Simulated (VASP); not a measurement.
Write the native input for VASP 6.6.1 that does the following.

* Task: single point
* Functional: PBEsol
* Potentials or basis: VASP PAW PBE potentials, release 64 (Ca_sv, Se)
* Cutoff: 520 eV
* k mesh: 8 × 8 × 8
* Occupations: gaussian, width 0.01 eV
* Spin: non-collinear spin, zero start, spin-orbit coupling
* Starting moments: [[0.0, 0.0, 0.0], [0.0, 0.0, 0.0]] μB
* Dipole correction: no
* Further INCAR settings: ALGO = Normal; EDIFF = 1e-07; NBANDS = 28

The structure of CaSe lies in POSCAR:

```
CaSe
1.0
    2.9762584994      2.9762584994      0.0000000000
   -2.9762584994      2.9762584994      0.0000000000
    0.0000000000      2.9762584994      2.9762584994
Ca Se
1 1
Direct
    0.0000000000      0.0000000000      0.0000000000
    0.5000000000      0.5000000000      0.0000000000
```

These files were run (other wordings do the same):

INCAR

```
  PREC = Accurate
  ENCUT = 520
  EDIFF = 1E-7
  ISMEAR = 0
  SIGMA = 0.01
  LREAL = False
  LASPH = True
  NELM = 150
  ALGO = Normal
  ISIF = 2
  LWAVE = False
  LCHARG = True
  LNONCOLLINEAR = True
  MAGMOM = 0 0 0 0 0 0
  LORBIT = 11
  LSORBIT = True
  GGA_COMPAT = False
  LORBMOM = True
  GGA = PS
  LVHAR = True
  NBANDS = 28
```

KPOINTS

```
Automatic mesh
0
Gamma
  8 8 8
```

Potentials or basis: VASP PAW PBE potentials, release 64 (Ca_sv, Se).

Command:

```sh
$ cat potpaw_PBE.64/Ca_sv/POTCAR potpaw_PBE.64/Se/POTCAR > POTCAR
$ mpirun -np 1 vasp_ncl > vasp.out
```

It gave:

```yaml
Pressure: -1.9 GPa
Net_moment: 0.00 μB per cell
Valence_electrons_inside_the_program's_atomic_spheres: Ca 8.12; Se 3.90
```

Caveat: the PAW data sets were made with another functional, which shifts forces and pressure a little.

Run time: 59 s on 1 thread of Intel(R) Xeon(R) Platinum 8375C CPU @ 2.90GHz (Ice Lake), with other jobs on the host, peak memory 0.33 GiB.
